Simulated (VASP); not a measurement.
A run of VASP 6.6.1 is set up as follows.

File POSCAR:

```
BN
1.0
    0.0000000000      1.8485590667      1.8485590667
    1.8485590667      0.0000000000      1.8485590667
    1.8485590667      1.8485590667      0.0000000000
N B
1 1
Direct
    0.2500000000      0.2500000000      0.2500000000
    0.0000000000      0.0000000000      0.0000000000
```

The input INCAR.step1:

```
METAGGA = LAK
ISMEAR = 0
SIGMA = 0.03
LWAVE = F
LCHARG = F
NSW = 80
PREC = Accurate
LASPH = T
LREAL = F
ALGO = Normal
EDIFF = 1E-6
NELM = 120
GGA_COMPAT = F
IBRION = 2
ISIF = 3
EDIFFG = -0.005
NELMIN = 4
ENCUT = 600
EFERMI = MIDGAP
LMIXTAU = T
POTIM = 0.5
```

The input INCAR.step3:

```
METAGGA = LAK
ISMEAR = 0
SIGMA = 0.03
LWAVE = F
LCHARG = F
PREC = Accurate
LASPH = T
LREAL = F
ALGO = Normal
EDIFF = 1E-6
NELM = 120
GGA_COMPAT = F
ISIF = 2
ENCUT = 600
EFERMI = MIDGAP
LMIXTAU = T
```

Contents of KPOINTS:

```
Automatic mesh
0
Gamma
  8 8 8
  0 0 0
```

Potentials or basis: VASP PAW PBE potentials, release 64 (N, B).

The run is started by

```bash
$ cat potpaw_PBE.64/N/POTCAR potpaw_PBE.64/B/POTCAR > POTCAR
$ cp INCAR.step1 INCAR
$ cp POSCAR.step1 POSCAR
$ mpirun -np 1 vasp_std > vasp.out
$ cp CONTCAR POSCAR
$ mpirun -np 1 vasp_std > vasp.out
$ cp CONTCAR POSCAR
$ cp INCAR.step3 INCAR
$ mpirun -np 1 vasp_std > vasp.out
```

(1) Estimate the relaxed cell.

(2) Predict the space group after relaxing (to 0.1 Å).

(3) What does it give for the relaxed volume?

(4) Estimate the band gap on the k mesh.

Answers

(1) a = 2.565 Å, b = 2.565 Å, c = 2.565 Å, α = 60.00°, β = 60.00°, γ = 60.00°.

(2) F-43m (No. 216).

(3) 5.97 Å³/atom.

(4) 5.48 eV (least direct gap 9.71 eV).

Caveat: the PAW data sets were made with another functional, which shifts forces and pressure a little.
